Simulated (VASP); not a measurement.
Cr: single point with PBE

Cr:

```
Cr
1.0
    -1.44195    1.44195    1.44195
     1.44195   -1.44195    1.44195
     1.44195    1.44195   -1.44195
Cr
1
Direct
  0.00000 0.00000 0.00000
```

| Quantity | Value |
| --- | --- |
| Program | VASP 6.6.1 |
| Task | single point |
| Functional | PBE |
| Potentials or basis | VASP PAW PBE potentials, release 64 (Cr_pv) |
| Cutoff | 520 eV |
| k mesh | 10 × 10 × 10 |
| Occupations | gaussian, width 0.05 eV |
| Spin | collinear spin, ferromagnetic start |
| Starting moments | [2.0] μB |

| Item | Value |
| --- | --- |
| Pressure | -9.0 GPa |
| Band gap on the k mesh | zero (filled and empty bands overlap) |
| Net moment | 0.00 μB per cell |
| Valence electrons inside the program's atomic spheres | Cr 10.97 |

Levels at points of the mesh, in eV from the Fermi level:
Spin up:
| k point | band 4 | band 5 | band 6 | band 7 | band 8 | band 9 |
| --- | --- | --- | --- | --- | --- | --- |
| (0.00, 0.00, 0.00) | -7.73 | -0.91 | -0.91 | -0.91 | 1.05 | 1.05 |
| (0.50, 0.00, 0.00) | -4.27 | -2.37 | 1.01 | 1.04 | 1.36 | 2.64 |
| (0.50, 0.50, 0.50) | -4.11 | -4.11 | 2.27 | 2.27 | 2.27 | 7.02 |
Spin down:
```csv
k point,band 2,band 3,band 4,band 5,band 6,band 7,band 8,band 9,band 10,band 11
"(0.00, 0.00, 0.00)",-42.83,-42.83,-7.73,-0.91,-0.91,-0.91,1.05,1.05,7.02,22.00
"(0.50, 0.00, 0.00)",-43.08,-42.83,-4.27,-2.37,1.01,1.04,1.36,2.64,7.01,9.45
"(0.50, 0.50, 0.50)",-43.39,-43.39,-4.11,-4.11,2.27,2.27,2.27,7.02,10.26,10.26
```

Run time: 24 s on 1 thread of AMD EPYC 7R43 64-Core Processor (Zen 3), on a shared host, peak memory 0.1 GiB.

Caveat: the cell stands under tension; the moments typed at the start vanished in this run.
